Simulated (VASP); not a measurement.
Here is a VASP 6.6.1 calculation.

The input INCAR:

```
PREC = Accurate ; ENCUT = 520
EDIFF = 1E-7 ; ISMEAR = 0
SIGMA = 0.02 ; LREAL = F
LASPH = T ; NELM = 60
ALGO = Normal ; ISIF = 2
LWAVE = F ; LCHARG = F
GGA = PE ; NBANDS = 31
```

KPOINTS

```
Automatic mesh
0
Gamma
  6 6 6
```

Contents of POSCAR:

```
Al3GaAs4
1.0
    5.7327688000      0.0000000000      0.0000000000
    0.0000000000      5.7327688000      0.0000000000
    0.0000000000      0.0000000000      5.7327688000
Al Ga As
3 1 4
Direct
    0.0000000000      0.5000000000      0.5000000000
    0.5000000000      0.5000000000      0.0000000000
    0.5000000000      0.0000000000      0.5000000000
    0.0000000000      0.0000000000      0.0000000000
    0.7491210000      0.7491210000      0.2508790000
    0.7491210000      0.2508790000      0.7491210000
    0.2508790000      0.7491210000      0.7491210000
    0.2508790000      0.2508790000      0.2508790000
```

Potentials or basis: VASP PAW PBE potentials, release 64 (Al, Ga_d, As).

Command:

```console
$ cat potpaw_PBE.64/Al/POTCAR potpaw_PBE.64/Ga_d/POTCAR potpaw_PBE.64/As/POTCAR > POTCAR
$ mpirun -np 1 vasp_std > vasp.out
```

**Question.** Predict the band gap on the k mesh.

**Answer.** 1.03 eV, indirect (least direct gap 1.17 eV).

**Question.** Predict the largest force.

**Answer.** 0.004 eV/Å.

**Question.** What does it give for the pressure?

**Answer.** 0.2 GPa.

Forces on the atoms (eV/Å):
```
Al   0.000  0.000  0.000
Al   0.000  0.000  0.000
Al   0.000  0.000  0.000
Ga   0.000  0.000  0.000
As  -0.002 -0.002  0.002
As  -0.002  0.002 -0.002
As   0.002 -0.002 -0.002
As   0.002  0.002  0.002
```

A k mesh can miss the band edges.
